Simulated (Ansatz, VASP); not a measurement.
**One calculation of Au, two programs**

```
CELL_PARAMETERS angstrom
0.00000 -3.31454 0.00000
-3.31454 0.00000 0.00000
0.00000 0.00000 -3.31454
ATOMIC_POSITIONS crystal
Au 0.53771 0.50000 0.50000
Au 0.96229 0.00000 0.00000
```

Change from the starting cell: mode 4 (114.2 1/cm) frozen in, largest displacement +0.125 Å.

Alike in both runs: task single point; functional PBEsol; k mesh 14 × 14 × 14; occupations gaussian, width 0.15 eV; no spin polarisation.

|  | VASP | Ansatz |
| --- | --- | --- |
| version | VASP 6.6.1 | Ansatz 0.2.0 |
| potentials or method | VASP PAW PBE potentials, release 64 (Au), cutoff 520 eV | scalar-relativistic, plane waves, PAW |
| valence electrons in the cell | 22 | 38 |

```csv
,VASP,Ansatz,Ansatz less VASP
gap on the k mesh at the Fermi level (eV),none,none,-
pressure (GPa),-5.7,-5.5,+0.23
"traceless stress, the component that is largest in VASP (GPa)",-2.38,-2.40,-0.017
rms of the force components (eV/Å),0.660,0.665,+0.0046
```

VASP's potentials were made for PBE, not for PBEsol. Atom by atom the forces differ by 0.005 eV/Å (rms over components). A gap of «none» marks a metal or a gap that the smearing closes. VASP's potentials hold 22 valence electrons a cell and Ansatz's 38, so a difference there can come from the potentials and not from the codes.

Neither program's run includes spin-orbit coupling.
